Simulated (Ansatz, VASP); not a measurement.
# BN in VASP and in Ansatz

Contents of POSCAR:

```
BN
1.0
    0.0000000000      1.7458259350      1.7458259350
    1.7458259350      0.0000000000      1.7458259350
    1.7458259350      1.7458259350      0.0000000000
B N
1 1
Direct
    0.0000000000      0.0000000000      0.0000000000
    0.5000000000      0.5000000000      0.5000000000
```

Contents of INCAR.step1:

```
SYSTEM = BN
PREC = Accurate
ENCUT = 520
ISMEAR = 1
SIGMA = 0.05
LREAL = .FALSE.
LASPH = .TRUE.
NELM = 100
NBANDS = 11
GGA = PE
ALGO = Normal
EDIFF = 1E-4
LWAVE = .TRUE.
LCHARG = .FALSE.
```

The input INCAR.step2:

```
SYSTEM = BN
PREC = Accurate
ENCUT = 520
EDIFF = 1E-6
ISMEAR = 1
SIGMA = 0.05
LREAL = .FALSE.
LASPH = .TRUE.
NELM = 100
ALGO = Normal
ISIF = 2
LWAVE = .FALSE.
LCHARG = .FALSE.
METAGGA = R2SCAN
LMIXTAU = .TRUE.
NBANDS = 11
ISTART = 1
```

The input KPOINTS:

```
Automatic mesh
0
G
  8 8 8
  0 0 0
```

Input for Ansatz:

```yaml
crystal:
  lattice:
    - [0.0, 1.745825935, 1.745825935]
    - [1.745825935, 0.0, 1.745825935]
    - [1.745825935, 1.745825935, 0.0]
  atoms:
    - { symbol: B, position: [0.0, 0.0, 0.0] }
    - { symbol: "N", position: [0.5, 0.5, 0.5] }
kpoints:
  mp_grid: { grid: [8, 8, 8] }
hamiltonian:
  xc: r2scan
scf:
  occupations: { method: cold, width: 0.05 }
  n_extra_bands: 4
output:
  forces: true
  stress: true
  eigenvalues: true
```

Alike in both runs: task single point; functional r2SCAN; k mesh 8 × 8 × 8; no spin polarisation.

|  | VASP | Ansatz |
| --- | --- | --- |
| version | VASP 6.6.1 | Ansatz 0.2.0 |
| potentials or method | VASP PAW PBE potentials, release 64 (B, N) | plane waves |
| plane-wave cutoff (eV) | 520 | 500 |
| occupations | methfessel-paxton of order 1, width 0.05 eV | cold, width 0.05 eV |
| valence electrons in the cell | 8 | 8 |

```csv
,VASP,Ansatz,Ansatz less VASP
gap on the k mesh at the Fermi level (eV),1.48,1.49,+0.010
pressure (GPa),0.4,0.0,-0.39
```

VASP's potentials were made for PBE, not for r2SCAN.
